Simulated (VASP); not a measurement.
MnO:

```xyz
2
Lattice="0.0000 2.2239 2.2239 2.2239 0.0000 2.2239 2.2239 2.2239 0.0000" Properties=species:S:1:pos:R:3 pbc="T T T"
Mn    0.0000    0.0000    0.0000
O     2.2239    2.2239    2.2239
```

Base run:

```yaml
Program: VASP 6.6.1
Functional: PBEsol
Potentials_or_basis: VASP PAW PBE potentials, release 64 (Mn_pv, O)
Cutoff: 520 eV
k_mesh: 10 × 10 × 10
Occupations: fermi-dirac, width 0.05 eV
Spin: collinear spin, ferromagnetic start
Starting_moments: "[4.0, 0.0] μB"
```

Its results: pressure -6.9 GPa; net moment 4.77 μB per cell; site moments Mn +4.32; O +0.20 μB.

**Question.** The run is repeated on the same cell with these changes: functional from PBEsol to BLYP; k mesh from 10 × 10 × 10 to 6 × 6 × 6. What comes out?

**Answer.** Pressure 3.8 GPa; net moment 4.71 μB per cell; site moments Mn +4.27; O +0.23 μB.

Several settings changed at once, so the effect can't be laid on one alone.

Caveats: some runs use coarse meshes; the PAW data sets were made with another functional, which shifts forces and pressure a little; a cell with one magnetic atom can't hold antiferromagnetic order, which such compounds often take.
